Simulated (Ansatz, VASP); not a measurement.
TaH5: VASP beside Ansatz

```
Ta H
1.0
     3.03910    0.00000    0.00000
     0.00000    3.03910    0.00000
     0.00000    0.00000    3.50673
Ta H
1 5
Direct
  0.00000 0.00000 0.00000
  0.78409 0.50000 0.50000
  0.21591 0.50000 0.50000
  0.50000 0.78409 0.50000
  0.50000 0.21591 0.50000
  0.50000 0.50000 0.00000
```

Alike in both runs: functional PBE; k mesh 4 × 4 × 4; occupations gaussian, width 0.1 eV; no spin polarisation.

Ansatz relaxed the structure, and its values are those at the end. VASP's run is a single point on that final structure, the one shown.

|  | VASP | Ansatz |
| --- | --- | --- |
| version | VASP 6.6.1 | Ansatz 0.2.0 |
| potentials or method | VASP PAW PBE potentials, release 64 (Ta_pv, H), cutoff 520 eV | scalar-relativistic, plane waves, PAW |
| valence electrons in the cell | 16 | 18 |

Ansatz gave:

```
gap on the k mesh at the Fermi level (eV) : none
pressure (GPa)                            : -0.1
rms of the force components (eV/Å)        : 0.015
```

Q: Which values does VASP return?

A: gap on the k mesh at the Fermi level (eV): none; pressure (GPa): -0.2; rms of the force components (eV/Å): 0.014.

A gap of «none» marks a metal or a gap that the smearing closes. The functional is the same, so the differences come from potentials, cutoffs and numerics. VASP's potentials hold 16 valence electrons a cell and Ansatz's 18, so a difference there can come from the potentials and not from the codes.

The k mesh is coarse, so the values compare programs but aren't converged. Spin-orbit coupling is off throughout.
